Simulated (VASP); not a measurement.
A run of VASP 6.6.1:

File INCAR:

```
SYSTEM = InP
PREC = Accurate
ENCUT = 600
EDIFF = 1E-6
ISMEAR = 0
SIGMA = 0.1
LREAL = .FALSE.
LASPH = .TRUE.
NELM = 60
ALGO = Normal
ISIF = 3
LWAVE = .FALSE.
LCHARG = .FALSE.
GGA = PE
IBRION = 2
NSW = 65
EDIFFG = -0.01
```

File KPOINTS:

```
Automatic mesh
0
G
  12 12 6
  0 0 0
```

The input POSCAR:

```
InP
1.0
    3.9175818557      0.0000000000      0.0000000000
   -1.9587909278      3.3927254084      0.0000000000
    0.0000000000      0.0000000000      6.3917909799
In P
2 2
Direct
    0.0000000000      0.0000000000      0.0000000000
    0.0000000000      0.0000000000      0.5000000000
    0.3333333333      0.6666666667      0.2500000000
    0.6666666667      0.3333333333      0.7500000000
```

Potentials or basis: VASP PAW PBE potentials, release 64 (In_d, P).

Command:

```sh
$ cat potpaw_PBE.64/In_d/POTCAR potpaw_PBE.64/P/POTCAR > POTCAR
$ mpirun -np 1 vasp_std > vasp.out
```

Hardware: 1 thread of Intel(R) Xeon(R) Platinum 8259CL CPU @ 2.50GHz (Skylake/Cascade Lake), on a shared host.

**Question.** Estimate the wall time of this run.

**Answer.** Wall time 6.2 min on 1 thread of Intel(R) Xeon(R) Platinum 8259CL CPU @ 2.50GHz (Skylake/Cascade Lake), on a shared host, peak memory 0.34 GiB. Counts: scf iterations 34, k points 76, ion steps 4.
